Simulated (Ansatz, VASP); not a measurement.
## Al2GaP2 in VASP and in Ansatz

```
Al Ga P
1.0
    -1.96543    1.96543    6.44849
     1.96543   -1.96543    6.44849
     1.96543    1.96543   -6.44849
Al Ga P
2 1 2
Direct
  0.75000 0.25000 0.50000
  0.25000 0.75000 0.50000
  0.00000 0.00000 0.00000
  0.63667 0.63667 0.00000
  0.36333 0.36333 0.00000
```

Change from the starting cell: species swapped into the TlCu2S2 type (I4/mmm, No. 139).

Alike in both runs: task relaxation of cell and atoms; functional PBE; k mesh 14 × 14 × 14; occupations gaussian, width 0.1 eV; no spin polarisation.

```csv
,VASP,Ansatz
version,VASP 6.6.1,Ansatz 0.2.0
potentials or method,"VASP PAW PBE potentials, release 64 (Al, Ga_d, P), cutoff 600 eV","scalar-relativistic, plane waves, PAW"
valence electrons in the cell,29,29
```

VASP gave:

```
gap on the k mesh at the Fermi level, each at its own relaxed structure (eV)  : none
relaxed volume (Å³/atom)                                                      : 19.98
relaxed length of the cell vector where the two differ most in proportion (Å) : 7.005
```

Question: Which values does Ansatz return?

Answer: gap on the k mesh at the Fermi level, each at its own relaxed structure (eV): none; relaxed volume (Å³/atom): 20.03; relaxed length of the cell vector where the two differ most in proportion (Å): 7.012.

A gap of «none» marks a metal or a gap that the smearing closes.
